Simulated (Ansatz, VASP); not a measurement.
One calculation of In2O3, two programs

```
In O
1.0
     2.78756    1.60940    4.91864
    -2.78756    1.60940    4.91864
     0.00000   -3.21879    4.91864
In O
4 6
Direct
  0.35718 0.35718 0.35718
  0.14282 0.14282 0.14282
  0.64282 0.64282 0.64282
  0.85718 0.85718 0.85718
  0.54652 0.95348 0.25000
  0.25000 0.54652 0.95348
  0.95348 0.25000 0.54652
  0.45348 0.04652 0.75000
  0.75000 0.45348 0.04652
  0.04652 0.75000 0.45348
```

Alike in both runs: functional PBE; k mesh 6 × 6 × 6; occupations fermi-dirac, width 0.02 eV; no spin polarisation.

Ansatz relaxed the structure, and its values are those at the end. VASP's run is a single point on that final structure, the one shown.

|  | VASP | Ansatz |
| --- | --- | --- |
| version | VASP 6.6.1 | Ansatz 0.2.0 |
| potentials or method | VASP PAW PBE potentials, release 64 (In_d, O), cutoff 520 eV | PAW plane waves |
| valence electrons in the cell | 88 | 88 |

|  | VASP | Ansatz | Ansatz less VASP |
| --- | --- | --- | --- |
| gap on the k mesh at the Fermi level (eV) | 0.96 | 0.97 | +0.008 |
| pressure (GPa) | 0.4 | 0.0 | -0.43 |
| rms of the force components (eV/Å) | 0.004 | 0.000 | -0.0039 |
